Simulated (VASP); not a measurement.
**Al2O3: single point with RPBE**

Crystal: Al2O3.

```
Al O
1.0
     4.76384    0.00000    0.00000
     0.00000    9.75989    0.00000
     0.00000    0.00000    3.04974
Al O
4 6
Direct
  0.06188 0.82910 0.00000
  0.93812 0.17090 0.00000
  0.56188 0.67090 0.50000
  0.43812 0.32910 0.50000
  0.50000 0.50000 0.50000
  0.23740 0.77158 0.50000
  0.26260 0.27158 0.00000
  0.73740 0.72842 0.00000
  0.00000 0.00000 0.00000
  0.76260 0.22842 0.50000
```

| Quantity | Value |
| --- | --- |
| Program | VASP 6.6.1 |
| Task | single point |
| Functional | RPBE |
| Potentials or basis | VASP PAW PBE potentials, release 64 (Al, O) |
| Cutoff | 520 eV |
| k mesh | 6 × 3 × 9 |
| Occupations | fermi-dirac, width 0.05 eV |
| Spin | no spin polarisation |

```
Pressure               : -0.4 GPa
Largest force          : 0.006 eV/Å
Band gap on the k mesh : 3.45 eV, direct
```

Forces in eV/Å, atoms in the order of the input:
```
Al  -0.006 -0.002  0.000
Al   0.006  0.002  0.000
Al  -0.006  0.002  0.000
Al   0.006 -0.002  0.000
O    0.000  0.000  0.000
O    0.001 -0.002  0.000
O   -0.001 -0.002  0.000
O    0.001  0.002  0.000
O    0.000  0.000  0.000
O   -0.001  0.002  0.000
```

Levels at points of the mesh, in eV from the valence-band top:
```
           k point  band 22  band 23  band 24  band 25  band 26  band 27
(0.00, 0.00, 0.00)    -0.51    -0.06     0.00     3.45     4.99     6.45
(0.50, 0.00, 0.00)    -0.97    -0.02    -0.02     5.83     5.83     6.51
```

It took 4.8 min on 1 thread of AMD EPYC 7R13 (shared host), peak memory 0.3 GiB.

Caveat: the PAW data sets were made with another functional, which shifts forces and pressure a little. RPBE gaps usually lie below the measured ones, often by a third to a half.
